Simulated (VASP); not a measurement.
# Ir (Fm-3m) in VASP: further runs, part 2 of 2

VASP 6.6.1.

### 3 Single point, LDA

This run uses another cell than the first one, of 13.84 Å³/atom.

Contents of INCAR:

```
SYSTEM = Ir
  PREC = Accurate
  ENCUT = 560
  EDIFF = 1E-6
  ISMEAR = 0
  SIGMA = 0.1
  LREAL = .FALSE.
  LASPH = .TRUE.
  NELM = 120
  ALGO = Normal
  ISIF = 2
  LWAVE = .FALSE.
  LCHARG = .FALSE.
  NBANDS = 14
  GGA_COMPAT = .FALSE.
```

Contents of KPOINTS:

```
Automatic mesh
0
G
  18 18 18
  0 0 0
```

Contents of POSCAR:

```
Ir
1.0
    0.0000000000      1.9054792272      1.9054792272
    1.9054792272      0.0000000000      1.9054792272
    1.9054792272      1.9054792272      0.0000000000
Ir
1
Direct
    0.0000000000      0.0000000000      0.0000000000
```

Potentials or basis: VASP PAW LDA potentials, release 64 (Ir_sv_GW).

The run is started by

```console
cat potpaw_LDA.64/Ir_sv_GW/POTCAR > POTCAR
mpirun -np 1 vasp_std > vasp.out
```

OUTCAR:

```text
SYSTEM = Ir
   PREC = Accurate
   ENCUT = 560
   EDIFF = 1E-6
   ISMEAR = 0
   LREAL = .FALSE.
   LASPH = .TRUE.
   NELM = 120
   ISIF = 2

 ion  position               nearest neighbor table
   1  0.000  0.000  0.000-

  LATTYP: Found a face centered cubic cell.
 ALAT       =     3.8109584544

  Lattice vectors:

 A1 = (   0.0000000000,   1.9054792272,   1.9054792272)
 A2 = (   1.9054792272,   0.0000000000,   1.9054792272)
 A3 = (   1.9054792272,   1.9054792272,   0.0000000000)

Analysis of symmetry for initial positions (statically):
=====================================================================
 Subroutine PRICEL returns:
 Original cell was already a primitive cell.

 Routine SETGRP: Setting up the symmetry group for a
 face centered cubic supercell.

 Subroutine GETGRP returns: Found 48 space group operations
 (whereof 48 operations were pure point group operations)
 out of a pool of 48 trial point group operations.

The static configuration has the point symmetry O_h .

Analysis of symmetry for dynamics (positions and initial velocities):
=====================================================================
 Subroutine PRICEL returns:
 Original cell was already a primitive cell.

 Routine SETGRP: Setting up the symmetry group for a
 face centered cubic supercell.

 Subroutine GETGRP returns: Found 48 space group operations
 (whereof 48 operations were pure point group operations)
 out of a pool of 48 trial point group operations.

The dynamic configuration has the point symmetry O_h .

 Subroutine INISYM returns: Found 48 space group operations
 (whereof 48 operations are pure point group operations),
 and found     1 'primitive' translations

----------------------------------------------------------------------------------------

                                     Primitive cell

  volume of cell :      13.8370
[... 113 lines left out ...]
   LHFCALC =     F    Hartree Fock is set to
   AEXX    =    0.0000 exact exchange contribution
   IVDW    =     0    specifies the selected vdW correction
   LEPSILON=     F    determine dielectric tensor
   LRPA    =     F    only Hartree local field effects (RPA)
 non-spin polarized calculation
 Gauss-broadening in eV      SIGMA  =   0.10
  energy-cutoff  :      560.00
  volume of cell :       13.84
 maximum number of plane-waves:       444
 NGX is ok and might be reduce to    24
   NGX = 11   NGY = 11   NGZ = 11

 number of electron      17.0000000 magnetization

 Free energy of the ion-electron system (eV)
  ---------------------------------------------------
  ext. energy  EPLUGINS =         0.00000000
  ---------------------------------------------------
  free energy    TOTEN  =       -10.90940879 eV

  energy without entropy =      -10.90455185  energy(sigma->0) =      -10.90698032

 E-fermi :  13.1304     XC(G=0): -14.9263

 val. band max:       13.1233281277   @ k =   0.5000   0.2222   0.1111
 cond. band min:      13.1446022218   @ k =   0.3333   0.1111   0.0556
 fundamental gap:      0.0212740941
 Fermi energy:        13.1303835246

 k-point     1 :       0.0000    0.0000    0.0000
  band No.  band energies     occupation
      1     -79.5121      2.00000
      2     -36.1519      2.00000
      3     -36.1519      2.00000
      4     -36.1519      2.00000
      5       1.7715      2.00000
      6       9.0535      2.00000
      7       9.0535      2.00000
      8       9.0535      2.00000
      9      11.8718      2.00000
     10      11.8718      2.00000
     11      26.6751      0.00000
     12      32.2734      0.00000
     13      32.2734      0.00000
     14      32.2734      0.00000
[... 377 lines left out ...]
      1     -79.4756      2.00000
      2     -36.5714      2.00000
      3     -36.2382      2.00000
      4     -36.2000      2.00000
      5       4.0277      2.00000
      6       8.3805      2.00000
      7       9.5301      2.00000
      8       9.6214      2.00000
      9      11.5500      2.00000
     10      12.4498      2.00000
     11      27.0251      0.00000
     12      29.7179      0.00000
     13      34.9380      0.00000
     14      36.1531      0.00000

 [... further k-points ...]

------------------------ aborting loop because EDIFF is reached ----------------------------------------

  FORCE on cell =-STRESS in cart. coord.  units (eV):
  Direction    XX          YY          ZZ          XY          YZ          ZX
  --------------------------------------------------------------------------------------
  -------------------------------------------------------------------------------------
  Total       -0.0314184     -0.0314184     -0.0314184     -0.0000000     -0.0000000      0.0000000
  in kB       -3.6379083     -3.6379083     -3.6379083     -0.0000000     -0.0000000      0.0000000
  external PRESSURE =      -3.6379083 kB  Pullay stress =       0.0000000 kB

 VOLUME and BASIS-vectors are now :
 -----------------------------------------------------------------------------
  energy-cutoff  :      560.00
  volume of cell :       13.84
      direct lattice vectors                 reciprocal lattice vectors
     0.000000000  1.905479227  1.905479227    -0.262401181  0.262401181  0.262401181
     1.905479227  0.000000000  1.905479227     0.262401181 -0.262401181  0.262401181
     1.905479227  1.905479227  0.000000000     0.262401181  0.262401181 -0.262401181

 POSITION                                       TOTAL-FORCE (eV/Angst)
 -----------------------------------------------------------------------------------
      0.00000      0.00000      0.00000        -0.000000     -0.000000      0.000000
 -----------------------------------------------------------------------------------
    total drift:                               -0.000000     -0.000000     -0.000000

  FREE ENERGIE OF THE ION-ELECTRON SYSTEM (eV)
  ---------------------------------------------------
  free  energy   TOTEN  =       -10.9094087949 eV

  energy  without entropy=      -10.9045518483  energy(sigma->0) =      -10.90698032
```

OSZICAR:

```text
N       E                     dE             d eps       ncg     rms          rms(c)
DAV:   1     0.115322444525E+03    0.11532E+03   -0.11986E+04  5584   0.135E+03
DAV:   2    -0.103877447366E+02   -0.12571E+03   -0.12066E+03  6984   0.403E+02
DAV:   3    -0.121114988788E+02   -0.17238E+01   -0.17197E+01  5910   0.446E+01
DAV:   4    -0.121140143300E+02   -0.25155E-02   -0.25154E-02  6564   0.213E+00
DAV:   5    -0.121140194306E+02   -0.51006E-05   -0.50998E-05  5958   0.897E-02    0.716E+01
DAV:   6    -0.110169591887E+02    0.10971E+01   -0.14382E+00  5742   0.127E+01    0.387E+01
DAV:   7    -0.109269717263E+02    0.89987E-01   -0.40473E-01  6174   0.623E+00    0.738E+00
DAV:   8    -0.109096038485E+02    0.17368E-01   -0.61631E-02  5490   0.311E+00    0.667E-01
DAV:   9    -0.109095451654E+02    0.58683E-04   -0.72347E-04  6252   0.315E-01    0.318E-01
DAV:  10    -0.109094108187E+02    0.13435E-03   -0.23418E-04  5862   0.223E-01    0.243E-01
DAV:  11    -0.109094088589E+02    0.19598E-05   -0.49170E-06  6228   0.295E-02    0.524E-02
DAV:  12    -0.109094087949E+02    0.64051E-07   -0.17277E-07  2856   0.469E-03
   1 F= -.10909409E+02 E0= -.10906980E+02  d E =-.485695E-02
```

stdout:

```text
POSCAR found type information on POSCAR Ir
 POSCAR found :  1 types and       1 ions
 scaLAPACK will be used
 LDA part: xc-table for (Slater(with rela. corr.)+CA(PZ))
 , standard interpolation
 POSCAR, INCAR and KPOINTS ok, starting setup
 FFT: planning ... GRIDC
 FFT: planning ... GRID_SOFT
 FFT: planning ... GRID
 WAVECAR not read
 entering main loop
```

It took 32 s on 1 thread of AMD EPYC 7R13 (Zen 3), shared host; peak memory 0.14 GiB.

Results:

```yaml
Free_energy: -10.9094 eV
Pressure: -0.4 GPa
Band_gap_on_the_k_mesh: zero (an odd number of electrons rules out a gap without spin polarisation)
```

Levels at points of the mesh, in eV from the Fermi level:
| k point | band 6 | band 7 | band 8 | band 9 | band 10 | band 11 |
| --- | --- | --- | --- | --- | --- | --- |
| (0.00, 0.00, 0.00) | -4.08 | -4.08 | -4.08 | -1.26 | -1.26 | 13.54 |
| (0.50, 0.00, 0.00) | -4.18 | -4.18 | -0.79 | 0.91 | 0.91 | 7.48 |
| (0.50, 0.50, 0.00) | -7.64 | 0.90 | 1.51 | 1.51 | 1.71 | 10.82 |

Caveat: spin-orbit coupling is left out, which moves the levels of the heavy elements.

The gap in the log of VASP goes by the Fermi energy; the results here count the filled bands.